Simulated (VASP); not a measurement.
# O (P6_3/mmc) in VASP: further runs

Runs on O. Level: PBEsol. Tasks: electric field gradients, density of states.

Everything below comes from runs of VASP 6.6.1. Logs are shortened: lines on timing, memory, paths and dates and some standing lists are left out, and cuts for length are marked.

## Step 1: The cell of the first run

The structure is hexagonal, space group P6_3/mmc (No. 194). Conventional cell: a = 2.561 Å, b = 2.561 Å, c = 6.575 Å, α = 90.00°, β = 90.00°, γ = 120.00°. Within 1.6 Å of O (site symmetry 3m) lie 1 O at 1.17 Å.

## Step 2: Electric field gradients, PBEsol

The input, INCAR:

```
PREC     = Accurate       # precision mode
ENCUT    = 520            # plane-wave cutoff, eV
EDIFF    = 1E-8           # SCF threshold, eV
ISMEAR   = -1             # smearing method
SIGMA    = 0.03           # smearing width, eV
LREAL    = False          # projectors in reciprocal space
LASPH    = True           # aspherical terms in the spheres
NELM     = 60             # most SCF steps
ALGO     = Normal         # electronic algorithm
ISIF     = 2              # what is computed and relaxed
LWAVE    = False          # write WAVECAR
LCHARG   = False          # write CHGCAR
GGA      = PS             # functional
LEFG     = True         
NBANDS   = 20             # bands
```

The input, KPOINTS:

```
Automatic mesh
0
Gamma
  13 13 5
```

The input, POSCAR:

```
O
1.0
    2.5609995414      0.0000000000      0.0000000000
   -1.2804997707      2.2178906619      0.0000000000
    0.0000000000      0.0000000000      6.5750000000
O
4
Direct
    0.3333333333      0.6666666667      0.1610000000
    0.6666666667      0.3333333333      0.6610000000
    0.3333333333      0.6666666667      0.3390000000
    0.6666666667      0.3333333333      0.8390000000
```

Potentials or basis: VASP PAW PBE potentials, release 64 (O).

Started as:

```
$ cat potpaw_PBE.64/O/POTCAR > POTCAR
$ mpirun -np 1 vasp_std > vasp.out
```

OUTCAR:

```text
PREC = Accurate
   ENCUT = 520
   EDIFF = 1E-8
   ISMEAR = -1
   LREAL = False
   LASPH = True
   NELM = 60
   ISIF = 2
   GGA = PS

 ion  position               nearest neighbor table
   1  0.333  0.667  0.161-   3 1.17
   2  0.667  0.333  0.661-   4 1.17
   3  0.333  0.667  0.339-   1 1.17
   4  0.667  0.333  0.839-   2 1.17

  LATTYP: Found a hexagonal cell.
 ALAT       =     2.5609995414
 C/A-ratio  =     2.5673569611

  Lattice vectors:

 A1 = (   2.5609995414,   0.0000000000,   0.0000000000)
 A2 = (  -1.2804997707,   2.2178906619,   0.0000000000)
 A3 = (   0.0000000000,   0.0000000000,   6.5750000000)

Analysis of symmetry for initial positions (statically):
=====================================================================
 Subroutine PRICEL returns:
 Original cell was already a primitive cell.

 Routine SETGRP: Setting up the symmetry group for a
 hexagonal supercell.

 Subroutine GETGRP returns: Found 24 space group operations
 (whereof 12 operations were pure point group operations)
 out of a pool of 24 trial point group operations.

The static configuration has the point symmetry D_3d.
 The point group associated with its full space group is D_6h.

Analysis of symmetry for dynamics (positions and initial velocities):
=====================================================================
 Subroutine PRICEL returns:
 Original cell was already a primitive cell.

 Routine SETGRP: Setting up the symmetry group for a
 hexagonal supercell.

 Subroutine GETGRP returns: Found 24 space group operations
 (whereof 12 operations were pure point group operations)
 out of a pool of 24 trial point group operations.

The dynamic configuration has the point symmetry D_3d.
 The point group associated with its full space group is D_6h.

 Subroutine INISYM returns: Found 24 space group operations
 (whereof 12 operations are pure point group operations),
 and found     1 'primitive' translations

----------------------------------------------------------------------------------------

                                     Primitive cell

  volume of cell :      37.3461

  direct lattice vectors                    reciprocal lattice vectors
[... 135 lines left out ...]
  free energy    TOTEN  =       -19.92220639 eV

  energy without entropy =      -19.91379095  energy(sigma->0) =      -19.91799867

 E-fermi :   2.3210     XC(G=0): -10.8488

 val. band max:        2.3124164910   @ k =   0.2308  -0.0000   0.2000
 cond. band min:       2.3355225570   @ k =   0.2308  -0.0000   0.0000
 fundamental gap:      0.0231060660
 Fermi energy:         2.3210481196

 k-point     1 :       0.0000    0.0000    0.0000
  band No.  band energies     occupation
      1     -26.6964      2.00000
      2     -26.5564      2.00000
      3     -13.6535      2.00000
      4     -11.7301      2.00000
      5      -7.8735      2.00000
      6      -4.8251      2.00000
[... 541 lines left out ...]
     19      17.8732      0.00000
     20      17.9675      0.00000

 [... further k-points ...]

------------------------ aborting loop because EDIFF is reached ----------------------------------------

  FORCE on cell =-STRESS in cart. coord.  units (eV):
  Direction    XX          YY          ZZ          XY          YZ          ZX
  --------------------------------------------------------------------------------------
  -------------------------------------------------------------------------------------
  Total       -1.3023093     -1.3023093     14.4035440      0.0000000     -0.0000000      0.0000000
  in kB      -55.8700861    -55.8700861    617.9232791      0.0000000     -0.0000000      0.0000000
  external PRESSURE =     168.7277023 kB  Pullay stress =       0.0000000 kB

 VOLUME and BASIS-vectors are now :
 -----------------------------------------------------------------------------
  energy-cutoff  :      520.00
  volume of cell :       37.35
      direct lattice vectors                 reciprocal lattice vectors
     2.560999541  0.000000000  0.000000000     0.390472542  0.225439427  0.000000000
    -1.280499771  2.217890662  0.000000000     0.000000000  0.450878854  0.000000000
     0.000000000  0.000000000  6.575000000     0.000000000  0.000000000  0.152091255

 POSITION                                       TOTAL-FORCE (eV/Angst)
 -----------------------------------------------------------------------------------
     -0.00000      1.47859      1.05858         0.000000     -0.000000     -4.621208
      1.28050      0.73930      4.34608        -0.000000      0.000000     -4.621208
     -0.00000      1.47859      2.22892        -0.000000      0.000000      4.621208
      1.28050      0.73930      5.51642         0.000000      0.000000      4.621208
 -----------------------------------------------------------------------------------
    total drift:                               -0.000000      0.000000     -0.000000

  FREE ENERGIE OF THE ION-ELECTRON SYSTEM (eV)
  ---------------------------------------------------
  free  energy   TOTEN  =       -19.9222063885 eV

  energy  without entropy=      -19.9137909483  energy(sigma->0) =      -19.91799867

 Electric field gradients (V/A^2)
---------------------------------------------------------------------
 ion       V_xx      V_yy      V_zz      V_xy      V_xz      V_yz
---------------------------------------------------------------------
   1     -55.393   -55.395   110.788    -0.002     0.000    -0.000
   2     -55.393   -55.395   110.788    -0.002    -0.000     0.000
   3     -55.393   -55.395   110.788    -0.002    -0.000     0.000
   4     -55.393   -55.395   110.788    -0.002     0.000    -0.000
---------------------------------------------------------------------

 Electric field gradients after diagonalization (V/A^2)
 (convention: |V_zz| > |V_xx| > |V_yy|)
----------------------------------------------------------------------
 ion       V_xx      V_yy      V_zz     asymmetry (V_yy - V_xx)/ V_zz
----------------------------------------------------------------------
   1     -55.396   -55.392   110.788       0.000
   2     -55.396   -55.392   110.788       0.000
   3     -55.396   -55.392   110.788       0.000
   4     -55.396   -55.392   110.788       0.000
----------------------------------------------------------------------

           NMR quadrupolar parameters

 Cq : quadrupolar parameter    Cq=e*Q*V_zz/h
 eta: asymmetry parameters     (V_yy - V_xx)/ V_zz
 Q  : nuclear electric quadrupole moment in mb (millibarn)
----------------------------------------------------------------------
 ion       Cq(MHz)       eta       Q (mb)
----------------------------------------------------------------------
   1       0.268       0.000       1.000
   2       0.268       0.000       1.000
   3       0.268       0.000       1.000
   4       0.268       0.000       1.000
----------------------------------------------------------------------
```

It took 62 s on 1 thread of Intel Xeon Platinum 8488C (Sapphire Rapids), shared host; peak memory 0.16 GiB.

What came out:

```
Free energy            : -19.9222 eV
Pressure               : 16.9 GPa
Largest force          : 4.621 eV/Å
Band gap on the k mesh : zero (band 12 reaches 3.45 eV, above the bottom of band 13 at 1.48 eV)
```

Forces in eV/Å, atoms in the order of the input:
```
O    0.000  0.000 -4.621
O    0.000  0.000 -4.621
O    0.000  0.000  4.621
O    0.000  0.000  4.621
```

Electric field gradients, principal values (V/Å²):
| atom | least | middle | greatest (by size) |
| --- | --- | --- | --- |
| 1 O | -55.392 | -55.396 | 110.788 |
| 2 O | -55.392 | -55.396 | 110.788 |
| 3 O | -55.392 | -55.396 | 110.788 |
| 4 O | -55.392 | -55.396 | 110.788 |

Caveat: the standard files for N, O and F lose accuracy on very short bonds; spin is off for a triplet molecule; without QUAD_EFG the Cq values of the log hold for a quadrupole moment of 1 mb, not for the nuclei; the PAW data sets were made with another functional, which shifts forces and pressure a little.

## Step 3: Electric field gradients, PBEsol

The input, INCAR:

```
SYSTEM = O
PREC = Accurate
ENCUT = 520
EDIFF = 1E-8
ISMEAR = -1
SIGMA = 0.03
LREAL = .FALSE.
LASPH = .TRUE.
NELM = 100
ALGO = Normal
ISIF = 2
LWAVE = .FALSE.
LCHARG = .FALSE.
GGA = PS
LEFG = .TRUE.
NBANDS = 20
```

The input, KPOINTS:

```
regular mesh
0
G
  13 13 5
  0 0 0
```

POSCAR is that of step 2.

Potentials or basis: VASP PAW PBE potentials, release 64 (O).

Started as:

```
$ cat potpaw_PBE.64/O/POTCAR > POTCAR
$ mpirun -np 1 vasp_std > vasp.out
```

OUTCAR:

```text
SYSTEM = O
   PREC = Accurate
   ENCUT = 520
   EDIFF = 1E-8
   ISMEAR = -1
   LREAL = .FALSE.
   LASPH = .TRUE.
   NELM = 100
   ISIF = 2
   GGA = PS

 ion  position               nearest neighbor table
   1  0.333  0.667  0.161-   3 1.17
   2  0.667  0.333  0.661-   4 1.17
   3  0.333  0.667  0.339-   1 1.17
   4  0.667  0.333  0.839-   2 1.17

  LATTYP: Found a hexagonal cell.
 ALAT       =     2.5609995414
 C/A-ratio  =     2.5673569611

  Lattice vectors:

 A1 = (   2.5609995414,   0.0000000000,   0.0000000000)
[... 780 lines left out ...]
 ion       V_xx      V_yy      V_zz      V_xy      V_xz      V_yz
---------------------------------------------------------------------
   1     -55.393   -55.395   110.788    -0.002     0.000    -0.000
   2     -55.393   -55.395   110.788    -0.002    -0.000     0.000
   3     -55.393   -55.395   110.788    -0.002    -0.000     0.000
   4     -55.393   -55.395   110.788    -0.002     0.000    -0.000
---------------------------------------------------------------------

 Electric field gradients after diagonalization (V/A^2)
 (convention: |V_zz| > |V_xx| > |V_yy|)
----------------------------------------------------------------------
 ion       V_xx      V_yy      V_zz     asymmetry (V_yy - V_xx)/ V_zz
----------------------------------------------------------------------
   1     -55.396   -55.392   110.788       0.000
   2     -55.396   -55.392   110.788       0.000
   3     -55.396   -55.392   110.788       0.000
   4     -55.396   -55.392   110.788       0.000
----------------------------------------------------------------------

           NMR quadrupolar parameters

 Cq : quadrupolar parameter    Cq=e*Q*V_zz/h
 eta: asymmetry parameters     (V_yy - V_xx)/ V_zz
 Q  : nuclear electric quadrupole moment in mb (millibarn)
----------------------------------------------------------------------
 ion       Cq(MHz)       eta       Q (mb)
----------------------------------------------------------------------
   1       0.268       0.000       1.000
   2       0.268       0.000       1.000
   3       0.268       0.000       1.000
   4       0.268       0.000       1.000
----------------------------------------------------------------------
```

stdout:

```text
POSCAR found type information on POSCAR O
 POSCAR found :  1 types and       4 ions
 scaLAPACK will be used
 -----------------------------------------------------------------------------
|                                                                             |
|                                                                             |
|     You enforced a specific xc type in the INCAR file but a different       |
|     I HOPE YOU KNOW WHAT YOU ARE DOING!                                     |
|                                                                             |
 -----------------------------------------------------------------------------

 LDA part: xc-table for (Slater+PW92), standard interpolation
 POSCAR, INCAR and KPOINTS ok, starting setup
 FFT: planning ... GRIDC
 FFT: planning ... GRID_SOFT
 FFT: planning ... GRID
 WAVECAR not read
 entering main loop
ion   1

ion   2

ion   3

ion   4
```

Wall time 60 s (1 thread of Intel Xeon Platinum 8488C (Sapphire Rapids), shared host); peak memory 0.16 GiB.

What came out:

- Free energy: -19.9222 eV
- Pressure: 16.9 GPa
- Largest force: 4.621 eV/Å
- Band gap on the k mesh: zero (band 12 reaches 3.45 eV, above the bottom of band 13 at 1.48 eV)

Forces on the atoms (eV/Å):
```
O    0.000  0.000 -4.621
O    0.000  0.000 -4.621
O    0.000  0.000  4.621
O    0.000  0.000  4.621
```

Stress tensor (GPa, compression positive):
```
-5.59  0.00  0.00
 0.00 -5.59  0.00
 0.00  0.00 61.79
```

Levels at points of the mesh, in eV from the Fermi level:
```csv
k point,band 10,band 11,band 12,band 13,band 14,band 15
"(0.00, 0.00, 0.00)",-6.17,1.03,1.03,1.31,1.31,8.38
```

Electric field gradients, principal values (V/Å²):
| atom | least | middle | greatest (by size) |
| --- | --- | --- | --- |
| 1 O | -55.392 | -55.396 | 110.788 |
| 2 O | -55.392 | -55.396 | 110.788 |
| 3 O | -55.392 | -55.396 | 110.788 |
| 4 O | -55.392 | -55.396 | 110.788 |

Caveat: the standard files for N, O and F lose accuracy on very short bonds; spin is off for a triplet molecule; without QUAD_EFG the Cq values of the log hold for a quadrupole moment of 1 mb, not for the nuclei; the PAW data sets were made with another functional, which shifts forces and pressure a little.

(Part 1 of 2 ends here.)
